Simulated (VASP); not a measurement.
# Si (C2/c) in VASP: a series of runs, part 2 of 2

VASP 6.6.1. The steps go on from the part before.

## 3. Single point, LDA (15.42 Å³/atom)

This run uses another cell than the first one, of 15.42 Å³/atom.

Input file INCAR:

```
  PREC = Accurate
  ENCUT = 520
  EDIFF = 1E-7
  ISMEAR = -1
  SIGMA = 0.1
  LREAL = F
  LASPH = T
  NELM = 60
  ALGO = Normal
  ISIF = 2
  LWAVE = F
  LCHARG = F
  NBANDS = 11
```

Input file KPOINTS:

```
regular mesh
0
Gamma
  15 15 11
```

Input file POSCAR:

```
Si
1.0
   -2.4074209753      2.4085711588      1.3291120457
    2.4085711588     -2.4074209753      1.3291120457
    2.4080219781      2.4080219781     -1.3270054825
Si
2
Direct
    0.0000145753      0.9999854247      0.0000000000
    0.7499854247      0.2500145753      0.5000000000
```

Potentials or basis: VASP PAW LDA potentials, release 64 (Si).

Launch:

```sh
> cat potpaw_LDA.64/Si/POTCAR > POTCAR
> mpirun -np 1 vasp_std > vasp.out
```

OUTCAR:

```text
PREC = Accurate
   ENCUT = 520
   EDIFF = 1E-7
   ISMEAR = -1
   LREAL = F
   LASPH = T
   NELM = 60
   ISIF = 2

 ion  position               nearest neighbor table
   1  0.000  1.000  0.000-   2 2.50   2 2.50   2 2.50   2 2.50   2 3.12   2 3.12   2 3.13   2 3.13

   2  0.750  0.250  0.500-   1 2.50   1 2.50   1 2.50   1 2.50   1 3.12   1 3.12   1 3.13   1 3.13

  LATTYP: Found a base centered monoclinic cell.
 ALAT       =     2.6582245891
 B/A-ratio  =     2.5621768079
 C/A-ratio  =     1.3749294103
 COS(beta)  =    -0.3625083693

  Lattice vectors:

 A1 = (  -2.4074209753,   2.4085711588,   1.3291120457)
 A2 = (   2.4085711588,  -2.4074209753,   1.3291120457)
 A3 = (   2.4080219781,   2.4080219781,  -1.3270054825)

Analysis of symmetry for initial positions (statically):
=====================================================================
 Subroutine PRICEL returns:
 Original cell was already a primitive cell.

 Routine SETGRP: Setting up the symmetry group for a
 base centered monoclinic supercell.

 Subroutine GETGRP returns: Found  4 space group operations
 (whereof  2 operations were pure point group operations)
 out of a pool of  4 trial point group operations.

[... 167 lines left out ...]
 fundamental gap:      0.0020779179
 Fermi energy:         8.9538972491

 k-point     1 :       0.0000    0.0000    0.0000
  band No.  band energies     occupation
      1      -4.6281      2.00000
      2       6.5160      2.00000
      3       6.5211      2.00000
      4       6.8419      2.00000
      5      10.6242      0.00000
      6      16.4648      0.00000
      7      17.6349      0.00000
      8      17.6366      0.00000
      9      17.9909      0.00000
     10      19.1023      0.00000
     11      19.3949      0.00000
[... 309 lines left out ...]
 k-point    24 :       0.2000    0.1333    0.0000
  band No.  band energies     occupation
      1      -2.0399      2.00000
      2       5.6400      2.00000
      3       7.6302      2.00000
      4       8.1760      1.99916
      5       9.3858      0.02628
      6      11.1100      0.00000
      7      12.6441      0.00000
      8      13.3895      0.00000
      9      15.2696      0.00000
     10      16.7522      0.00000
     11      19.3357      0.00000

 [... further k-points ...]
[... 5 lines left out ...]
  --------------------------------------------------------------------------------------
  -------------------------------------------------------------------------------------
  Total       -0.8516595     -0.8516595     -0.6905355     -0.0019055     -0.0174054     -0.0174054
  in kB      -44.2522357    -44.2522357    -35.8802326     -0.0990090     -0.9043826     -0.9043825
  external PRESSURE =     -41.4615680 kB  Pullay stress =       0.0000000 kB

 VOLUME and BASIS-vectors are now :
 -----------------------------------------------------------------------------
  energy-cutoff  :      520.00
  volume of cell :       30.83
      direct lattice vectors                 reciprocal lattice vectors
    -2.407420975  2.408571159  1.329112046    -0.000190375  0.207451160  0.376101328
     2.408571159 -2.407420975  1.329112046     0.207451160 -0.000190375  0.376101328
     2.408021978  2.408021978 -1.327005482     0.207589802  0.207589802 -0.000179644

 POSITION                                       TOTAL-FORCE (eV/Angst)
 -----------------------------------------------------------------------------------
      2.40850     -2.40735      1.32911        -0.000335      0.000335      0.000000
      0.00066      2.40851      0.66561         0.000335     -0.000335     -0.000000
 -----------------------------------------------------------------------------------
    total drift:                               -0.000000      0.000000     -0.000000

  FREE ENERGIE OF THE ION-ELECTRON SYSTEM (eV)
  ---------------------------------------------------
  free  energy   TOTEN  =       -11.4975092885 eV

  energy  without entropy=      -11.4731479171  energy(sigma->0) =      -11.48532860
```

OSZICAR:

```text
N       E                     dE             d eps       ncg     rms          rms(c)
DAV:   1     0.313443816064E+01    0.31344E+01   -0.33332E+03 14648   0.578E+02
DAV:   2    -0.111015298817E+02   -0.14236E+02   -0.13684E+02 18955   0.825E+01
DAV:   3    -0.115270036935E+02   -0.42547E+00   -0.42201E+00 18823   0.112E+01
DAV:   4    -0.115290577681E+02   -0.20541E-02   -0.20537E-02 17603   0.963E-01
DAV:   5    -0.115290680929E+02   -0.10325E-04   -0.10324E-04 18338   0.621E-02    0.413E+00
DAV:   6    -0.115094853383E+02    0.19583E-01   -0.38245E-03 16852   0.288E-01    0.237E+00
DAV:   7    -0.114975823198E+02    0.11903E-01   -0.81279E-03 16307   0.432E-01    0.187E-01
DAV:   8    -0.114975155239E+02    0.66796E-04   -0.45767E-04 17673   0.121E-01    0.302E-02
DAV:   9    -0.114975096708E+02    0.58531E-05   -0.12575E-05 17899   0.211E-02    0.146E-02
DAV:  10    -0.114975092859E+02    0.38489E-06   -0.13606E-06 18939   0.598E-03    0.301E-03
DAV:  11    -0.114975092885E+02   -0.25580E-08   -0.82536E-08 10377   0.177E-03
   1 F= -.11497509E+02 E0= -.11485329E+02  d E =-.243614E-01
```

stdout:

```text
POSCAR found type information on POSCAR Si
 POSCAR found :  1 types and       2 ions
 scaLAPACK will be used
 LDA part: xc-table for (Slater(with rela. corr.)+CA(PZ))
 , standard interpolation
 POSCAR, INCAR and KPOINTS ok, starting setup
 FFT: planning ... GRIDC
 FFT: planning ... GRID_SOFT
 FFT: planning ... GRID
 WAVECAR not read
 entering main loop
```

It took 3.9 min on 1 thread of Intel Xeon Platinum 8259CL at 2.50GHz (Skylake/Cascade Lake), shared host; peak memory 0.27 GiB.

What came out:

- Free energy: -11.4975 eV
- Pressure: -4.1 GPa
- Band gap on the k mesh: zero (bands 4 and 5 overlap by 6.27 eV)

Levels at points of the mesh, in eV from the Fermi level:
```tsv
k point	band 1	band 2	band 3	band 4	band 5	band 6	band 7	band 8	band 9
(0.00, 0.00, 0.00)	-13.58	-2.44	-2.43	-2.11	1.67	7.51	8.68	8.68	9.04
```

Caveat: the cell stands under tension.

## 4. Single point, LDA (16.01 Å³/atom)

This run uses another cell than the first one, of 16.01 Å³/atom.

Input file INCAR:

```
SYSTEM = Si
ALGO     = Normal         ! electronic algorithm
EDIFF    = 1E-6           ! SCF threshold, eV
ENCUT    = 520            ! plane-wave cutoff, eV
GGA      = CA             ! functional
ISIF     = 2              ! what is computed and relaxed
ISMEAR   = -1             ! smearing method
LASPH    = .TRUE.         ! aspherical terms in the spheres
LCHARG   = .FALSE.        ! write CHGCAR
LREAL    = .FALSE.        ! projectors in reciprocal space
LWAVE    = .FALSE.        ! write WAVECAR
NBANDS   = 11             ! bands
NELM     = 80             ! most SCF steps
PREC     = Accurate       ! precision mode
SIGMA    = 0.1            ! smearing width, eV
```

Input file KPOINTS:

```
k-points
0
G
  15 15 11
  0 0 0
```

Input file POSCAR:

```
Si
1.0
   -2.4378978939      2.4390626382      1.3459380350
    2.4390626382     -2.4378978939      1.3459380350
    2.4385065052      2.4385065052     -1.3438048036
Si
2
Direct
    0.0000145753      0.9999854247      0.0000000000
    0.7499854247      0.2500145753      0.5000000000
```

Potentials or basis: VASP PAW LDA potentials, release 64 (Si).

Launch:

```sh
> cat potpaw_LDA.64/Si/POTCAR > POTCAR
> mpirun -np 1 vasp_std > vasp.out
```

OUTCAR:

```text
SYSTEM = Si
   EDIFF = 1E-6
   ENCUT = 520
   GGA = CA
   ISIF = 2
   ISMEAR = -1
   LASPH = .TRUE.
   LREAL = .FALSE.
   NELM = 80
   PREC = Accurate

 ion  position               nearest neighbor table
   1  0.000  1.000  0.000-   2 2.53   2 2.53   2 2.53   2 2.53
   2  0.750  0.250  0.500-   1 2.53   1 2.53   1 2.53   1 2.53

  LATTYP: Found a base centered monoclinic cell.
 ALAT       =     2.6918765740
 B/A-ratio  =     2.5621768079
 C/A-ratio  =     1.3749294103
 COS(beta)  =    -0.3625083693

  Lattice vectors:

 A1 = (  -2.4378978939,   2.4390626382,   1.3459380350)
 A2 = (   2.4390626382,  -2.4378978939,   1.3459380350)
 A3 = (   2.4385065052,   2.4385065052,  -1.3438048036)

Analysis of symmetry for initial positions (statically):
=====================================================================
 Subroutine PRICEL returns:
 Original cell was already a primitive cell.

 Routine SETGRP: Setting up the symmetry group for a
 base centered monoclinic supercell.

 Subroutine GETGRP returns: Found  4 space group operations
 (whereof  2 operations were pure point group operations)
 out of a pool of  4 trial point group operations.

The static configuration has the point symmetry C_2 .
[... 166 lines left out ...]
 fundamental gap:      0.0043849744
 Fermi energy:         8.4860848437

 k-point     1 :       0.0000    0.0000    0.0000
  band No.  band energies     occupation
      1      -4.7776      2.00000
      2       6.1269      2.00000
      3       6.1318      2.00000
      4       6.2379      2.00000
      5      10.3036      0.00000
      6      15.8515      0.00000
      7      16.8593      0.00000
      8      16.8609      0.00000
      9      17.1734      0.00000
     10      18.5434      0.00000
     11      18.6558      0.00000
[... 309 lines left out ...]
 k-point    24 :       0.2000    0.1333    0.0000
  band No.  band energies     occupation
      1      -2.2602      2.00000
      2       5.1959      2.00000
      3       7.1848      2.00000
      4       7.7534      1.99869
      5       8.8932      0.03356
      6      10.4418      0.00000
      7      12.1585      0.00000
      8      12.8847      0.00000
      9      14.7760      0.00000
     10      16.1613      0.00000
     11      18.6023      0.00000

 [... further k-points ...]
[... 5 lines left out ...]
  --------------------------------------------------------------------------------------
  -------------------------------------------------------------------------------------
  Total       -1.5892427     -1.5892427     -1.3435180     -0.0014374     -0.0164435     -0.0164435
  in kB      -79.5186596    -79.5186596    -67.2236849     -0.0719232     -0.8227617     -0.8227619
  external PRESSURE =     -75.4203347 kB  Pullay stress =       0.0000000 kB

 VOLUME and BASIS-vectors are now :
 -----------------------------------------------------------------------------
  energy-cutoff  :      520.00
  volume of cell :       32.02
      direct lattice vectors                 reciprocal lattice vectors
    -2.437897894  2.439062638  1.345938035    -0.000187995  0.204857749  0.371399569
     2.439062638 -2.437897894  1.345938035     0.204857749 -0.000187995  0.371399569
     2.438506505  2.438506505 -1.343804804     0.204994658  0.204994658 -0.000177398

 POSITION                                       TOTAL-FORCE (eV/Angst)
 -----------------------------------------------------------------------------------
      2.43899     -2.43783      1.34594         0.000172     -0.000172      0.000000
      0.00067      2.43900      0.67404        -0.000172      0.000172     -0.000000
 -----------------------------------------------------------------------------------
    total drift:                               -0.000000      0.000000     -0.000000

  FREE ENERGIE OF THE ION-ELECTRON SYSTEM (eV)
  ---------------------------------------------------
  free  energy   TOTEN  =       -11.4539408675 eV

  energy  without entropy=      -11.4292393867  energy(sigma->0) =      -11.44159013
```

It took 2.9 min on 1 thread of Intel Xeon Platinum 8259CL at 2.50GHz (Skylake/Cascade Lake), shared host; peak memory 0.28 GiB.

Results:

```yaml
Free_energy: -11.4539 eV
Pressure: -7.5 GPa
Band_gap_on_the_k_mesh: zero (bands 4 and 5 overlap by 6.02 eV)
```

Caveat: the cell stands under tension.

## 5. Summary

| cell | gap on the mesh (eV) | pressure (GPa) |
| --- | --- | --- |
| a = 3.608, b = 3.608, c = 3.607 Å, angles 97.6, 97.6, 137.4°, 2 atoms | none | 0.1 |
| a = 3.656, b = 3.656, c = 3.655 Å, angles 97.6, 97.6, 137.4°, 2 atoms | none | -4.1 |
| a = 3.702, b = 3.702, c = 3.701 Å, angles 97.6, 97.6, 137.4°, 2 atoms | none | -7.5 |

Alike in all rows: task single point; level LDA; potentials or basis VASP PAW LDA potentials, release 64 (Si); no spin polarisation; k mesh 15 × 15 × 11; cutoff (eV) 520; smearing fermi-dirac 0.1 eV.

Caveats: the cell stands under tension (at least some runs).

Total energies depend on the potentials used, so only differences within one code and one set of settings carry meaning.
